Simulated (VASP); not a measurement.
# Si in VASP: a series of runs, part 2 of 2

VASP 6.6.1. Earlier steps stand in the parts before.

## (4) Single point, PBE+D3(BJ)

INCAR reads:

```
SYSTEM = Si
ALGO = Normal ; DIPOL = 0.5 0.5 0.372
EDIFF = 1E-7 ; ENCUT = 520
GGA = PE ; IDIPOL = 3
ISIF = 2 ; ISMEAR = 0
IVDW = 12 ; LASPH = .True.
LCHARG = .False. ; LDIPOL = .True.
LREAL = .False. ; LWAVE = .False.
NBANDS = 16 ; NELM = 80
PREC = Accurate ; SIGMA = 0.1
```

KPOINTS reads:

```
k-points
0
Gamma
  9 9 1
  0 0 0
```

POSCAR reads:

```
Si
1.0
    3.8472023583      0.0000000000      0.0000000000
   -1.9236011791      3.3317749758      0.0000000000
    0.0000000000      0.0000000000     18.4446971457
Si
4
Direct
    0.3333333333      0.6666666667      0.2695814701
    0.6666666667      0.3333333333      0.2439725610
    0.2222222222      0.7777777778      0.4995851693
    0.5555555556      0.4444444444      0.4739762602
```

Potentials or basis: VASP PAW PBE potentials, release 64 (Si).

The run is started by

```
> cat potpaw_PBE.64/Si/POTCAR > POTCAR
> mpirun -np 1 vasp_std > vasp.out
```

OUTCAR:

```text
SYSTEM = Si
   EDIFF = 1E-7
   ENCUT = 520
   GGA = PE
   ISIF = 2
   ISMEAR = 0
   IVDW = 12
   LASPH = .True.
   LREAL = .False.
   NELM = 80
   PREC = Accurate
 IVDW          = 12

 ion  position               nearest neighbor table
   1  0.333  0.667  0.270-   2 2.27   2 2.27   2 2.27
   2  0.667  0.333  0.244-   1 2.27   1 2.27   1 2.27
   3  0.222  0.778  0.500-   4 2.27   4 2.27   4 2.27
   4  0.556  0.444  0.474-   3 2.27   3 2.27   3 2.27

[... 668 lines left out ...]
  Direction    XX          YY          ZZ          XY          YZ          ZX
  --------------------------------------------------------------------------------------
  -------------------------------------------------------------------------------------
  Total      -0.19954    -0.19823    -0.62393     0.00113     0.15730    -0.27245
  in kB      -1.35221    -1.34336    -4.22817     0.00766     1.06595    -1.84628
  external pressure =       -2.31 kB  Pullay stress =        0.00 kB

 VOLUME and BASIS-vectors are now :
 -----------------------------------------------------------------------------
  energy-cutoff  :      520.00
  volume of cell :      236.42
      direct lattice vectors                 reciprocal lattice vectors
     3.847202358  0.000000000  0.000000000     0.259929140  0.150070159  0.000000000
    -1.923601179  3.331774976  0.000000000     0.000000000  0.300140318  0.000000000
     0.000000000  0.000000000 18.444697146     0.000000000  0.000000000  0.054216125

 POSITION                                       TOTAL-FORCE (eV/Angst)
 -----------------------------------------------------------------------------------
     -0.00000      2.22118      4.97235         0.046791     -0.027015      0.148776
      1.92360      1.11059      4.50000         0.020375     -0.011764      0.008511
     -0.64120      2.59138      9.21470        -0.020375      0.011764     -0.008511
      1.28240      1.48079      8.74235        -0.046791      0.027015     -0.148776
 -----------------------------------------------------------------------------------
    total drift:                                0.000000     -0.000000     -0.000000

  FREE ENERGIE OF THE ION-ELECTRON SYSTEM (eV)
  ---------------------------------------------------
  free  energy   TOTEN  =       -20.1529523243 eV

  energy  without entropy=      -20.1529290588  energy(sigma->0) =      -20.15294069

 vacuum level on the upper side and lower side of the slab         3.565         3.565
```

OSZICAR:

```text
N       E                     dE             d eps       ncg     rms          rms(c)
DAV:   1     0.588107390850E+02    0.58811E+02   -0.47752E+03   800   0.704E+02
DAV:   2    -0.146724552210E+02   -0.73483E+02   -0.66385E+02  1048   0.120E+02
DAV:   3    -0.196117820344E+02   -0.49393E+01   -0.48820E+01  1200   0.315E+01
[... 17 lines left out ...]
DAV:  21    -0.191548283238E+02   -0.85463E-05   -0.33858E-07   928   0.202E-03    0.236E-03
DAV:  22    -0.191548308542E+02   -0.25304E-05   -0.90544E-08   960   0.935E-04    0.300E-04
DAV:  23    -0.191548313063E+02   -0.45213E-06   -0.89376E-09   840   0.382E-04    0.115E-04
DAV:  24    -0.191548314556E+02   -0.14927E-06   -0.43985E-09   800   0.244E-04    0.111E-04
DAV:  25    -0.191548314841E+02   -0.28498E-07   -0.11555E-09   816   0.151E-04
   1 F= -.20152952E+02 E0= -.20152941E+02  d E =-.232655E-04
```

stdout:

```text
POSCAR found type information on POSCAR Si
 POSCAR found :  1 types and       4 ions
 scaLAPACK will be used
 LDA part: xc-table for (Slater+PW92), standard interpolation
 POSCAR, INCAR and KPOINTS ok, starting setup
 FFT: planning ... GRIDC
 FFT: planning ... GRID_SOFT
 FFT: planning ... GRID
 WAVECAR not read
 entering main loop
```

Run time: 96 s. Hardware: 1 thread of Intel Xeon 6975P-C (Granite Rapids), shared host; peak memory 0.36 GiB.

Results:

```yaml
Free_energy: -20.1530 eV
Largest_force: 0.158 eV/Å
Band_gap_on_the_k_mesh: 0.47 eV, indirect (least direct gap 0.61 eV)
Dispersion_energy_per_atom: -0.250 eV
```

Forces in eV/Å, atoms in the order of the input:
```
Si   0.047 -0.027  0.149
Si   0.020 -0.012  0.009
Si  -0.020  0.012 -0.009
Si  -0.047  0.027 -0.149
```

## (5) Single point, PBE+D3(BJ)

INCAR reads:

```
SYSTEM = Si
ALGO = Normal
DIPOL = 0.5 0.5 0.386
EDIFF = 1E-6
ENCUT = 520
GGA = PE
IDIPOL = 3
ISIF = 2
ISMEAR = 0
IVDW = 12
LASPH = .True.
LCHARG = .False.
LDIPOL = .True.
LREAL = .False.
LWAVE = .False.
NBANDS = 16
NELM = 60
PREC = Accurate
SIGMA = 0.1
```

KPOINTS is that of step 4.

POSCAR: that of step 4 with these lines changed.

```diff
@@ -10,3 +10,3 @@
     0.6666666667      0.3333333333      0.2439725610
-    0.2222222222      0.7777777778      0.4995851693
-    0.5555555556      0.4444444444      0.4739762602
+    0.2222222222      0.7777777778      0.5283197153
+    0.5555555556      0.4444444444      0.5027108062
```

The run is started by

```
> cat potpaw_PBE.64/Si/POTCAR > POTCAR
> mpirun -np 1 vasp_std > vasp.out
```

Wall time 84 s (1 thread of Intel Xeon 6975P-C (Granite Rapids), shared host); peak memory 0.36 GiB.

The run converged. Its results:

```
Free energy                : -20.0724 eV
Largest force              : 0.101 eV/Å
Band gap on the k mesh     : 0.31 eV, direct
Dispersion energy per atom : -0.231 eV
```

Forces on the atoms (eV/Å):
```
Si   0.011 -0.006  0.100
Si   0.005 -0.003  0.040
Si  -0.005  0.003 -0.040
Si  -0.011  0.006 -0.100
```

Levels at points of the mesh, in eV from the valence-band top:
```tsv
k point	band 6	band 7	band 8	band 9	band 10	band 11
(0.00, 0.00, 0.00)	-1.03	-1.02	-1.02	2.19	2.23	2.36
```

## (6) Single point, PBE+D3(BJ)

INCAR reads:

```
PREC     = Accurate       # precision mode
ENCUT    = 520            # plane-wave cutoff, eV
EDIFF    = 1E-6           # SCF threshold, eV
ISMEAR   = 0              # smearing method
SIGMA    = 0.1            # smearing width, eV
LREAL    = F              # projectors in reciprocal space
LASPH    = T              # aspherical terms in the spheres
NELM     = 60             # most SCF steps
ALGO     = Normal         # electronic algorithm
ISIF     = 2              # what is computed and relaxed
LWAVE    = F              # write WAVECAR
LCHARG   = F              # write CHGCAR
LDIPOL   = T            
IDIPOL   = 3            
DIPOL    = 0.5 0.5 0.413
GGA      = PE             # functional
IVDW     = 12             # dispersion correction
NBANDS   = 16             # bands
```

KPOINTS reads:

```
Automatic mesh
0
Gamma
  9 9 1
```

POSCAR: that of step 5 with these lines changed.

```diff
@@ -10,3 +10,3 @@
     0.6666666667      0.3333333333      0.2439725610
-    0.2222222222      0.7777777778      0.5283197153
-    0.5555555556      0.4444444444      0.5027108062
+    0.2222222222      0.7777777778      0.5825358400
+    0.5555555556      0.4444444444      0.5569269309
```

Potentials or basis: VASP PAW PBE potentials, release 64 (Si).

The run is started by

```
> cat potpaw_PBE.64/Si/POTCAR > POTCAR
> mpirun -np 1 vasp_std > vasp.out
```

It took 90 s on 1 thread of Intel Xeon 6975P-C (Granite Rapids), shared host; peak memory 0.36 GiB.

It converged, with:

```yaml
Free_energy: -19.9730 eV
Largest_force: 0.036 eV/Å
Band_gap_on_the_k_mesh: 0.08 eV, direct
Dispersion_energy_per_atom: -0.210 eV
```

Forces on the atoms (eV/Å):
```
Si   0.001 -0.001  0.036
Si   0.000  0.000  0.026
Si   0.000  0.000 -0.026
Si  -0.001  0.001 -0.036
```

Levels at points of the mesh, in eV from the valence-band top:
| k point | band 6 | band 7 | band 8 | band 9 | band 10 | band 11 |
| --- | --- | --- | --- | --- | --- | --- |
| (0.00, 0.00, 0.00) | -1.15 | -1.15 | -1.15 | 2.09 | 2.10 | 2.26 |
